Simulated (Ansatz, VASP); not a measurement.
# One calculation of H, two programs

```xyz
4
Lattice="2.6235 -2.5669 0.0000 2.6235 2.5669 0.0000 0.0000 0.0000 4.1418" Properties=species:S:1:pos:R:3 pbc="T T T"
H     2.6235   -2.3271    0.2838
H     2.6235    0.2398    1.7872
H     2.6235   -0.2398    2.3547
H     2.6235    2.3271    3.8581
```

Alike in both runs: task single point; functional LDA; k mesh 6 × 6 × 4; occupations gaussian, width 0.1 eV; no spin polarisation.

|  | VASP | Ansatz |
| --- | --- | --- |
| version | VASP 6.6.1 | Ansatz 0.2.0 |
| potentials or method | VASP PAW LDA potentials, release 64 (H), cutoff 500 eV | scalar-relativistic, plane waves, PAW |
| valence electrons in the cell | 4 | 4 |

VASP gave:

| Item | Value |
| --- | --- |
| gap on the k mesh at the Fermi level (eV) | 8.69 |
| least direct gap on the mesh (eV) | 9.35 |
| pressure (GPa) | 0.5 |
| traceless stress, the component that is largest in VASP (GPa) | -1.26 |
| rms of the force components (eV/Å) | 0.535 |

Question: What did Ansatz give for the same quantities?

Answer: gap on the k mesh at the Fermi level (eV): 8.69; least direct gap on the mesh (eV): 9.36; pressure (GPa): 0.7; traceless stress, the component that is largest in VASP (GPa): -1.26; rms of the force components (eV/Å): 0.528.

LDA's correlation is that of Perdew and Zunger in VASP and of Perdew and Wang (1992) in Ansatz. Atom by atom the forces differ by 0.007 eV/Å (rms over components).
